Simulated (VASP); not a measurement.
A run of VASP 6.6.1 is set up as follows.

The input POSCAR:

```
BP
1.0
    0.0000000000      2.2682668195      2.2682668195
    2.2682668195      0.0000000000      2.2682668195
    2.2682668195      2.2682668195      0.0000000000
B P
1 1
Direct
    0.0000000000      0.0000000000      0.0000000000
    0.7500000000      0.7500000000      0.7500000000
```

The input INCAR.step1:

```
PREC     = Accurate       # precision mode
ENCUT    = 550            # plane-wave cutoff, eV
ISMEAR   = 0              # smearing method
SIGMA    = 0.02           # smearing width, eV
LREAL    = F              # projectors in reciprocal space
LASPH    = T              # aspherical terms in the spheres
NELM     = 120            # most SCF steps
NBANDS   = 11             # bands
GGA      = PE             # functional
ALGO     = Normal         # electronic algorithm
EDIFF    = 1E-5           # SCF threshold, eV
LWAVE    = T              # write WAVECAR
LCHARG   = F              # write CHGCAR
GGA_COMPAT= F
```

INCAR.step2

```
PREC     = Accurate       # precision mode
ENCUT    = 550            # plane-wave cutoff, eV
EDIFF    = 1E-6           # SCF threshold, eV
ISMEAR   = 0              # smearing method
SIGMA    = 0.02           # smearing width, eV
LREAL    = F              # projectors in reciprocal space
LASPH    = T              # aspherical terms in the spheres
NELM     = 120            # most SCF steps
ALGO     = Normal         # electronic algorithm
ISIF     = 2              # what is computed and relaxed
LWAVE    = F              # write WAVECAR
LCHARG   = T              # write CHGCAR
METAGGA  = R2SCAN         # meta-GGA
LMIXTAU  = T            
LELF     = T              # ELF
LVHAR    = T            
NBANDS   = 11             # bands
ISTART   = 1            
GGA_COMPAT= F
```

KPOINTS

```
regular mesh
0
Gamma
  10 10 10
```

Potentials or basis: VASP PAW PBE potentials, release 64 (B, P).

The run is started by

```console
$ cat potpaw_PBE.64/B/POTCAR potpaw_PBE.64/P/POTCAR > POTCAR
$ cp INCAR.step1 INCAR
$ mpirun -np 1 vasp_std > vasp.out
$ cp INCAR.step2 INCAR
$ mpirun -np 1 vasp_std > vasp.out
```

Task: What does it give for the pressure?

Result: -0.5 GPa.

Task: Predict the band gap on the k mesh.

Result: 1.45 eV, indirect (least direct gap 3.64 eV).

Caveat: the PAW data sets were made with another functional, which shifts forces and pressure a little. A k mesh can miss the band edges.
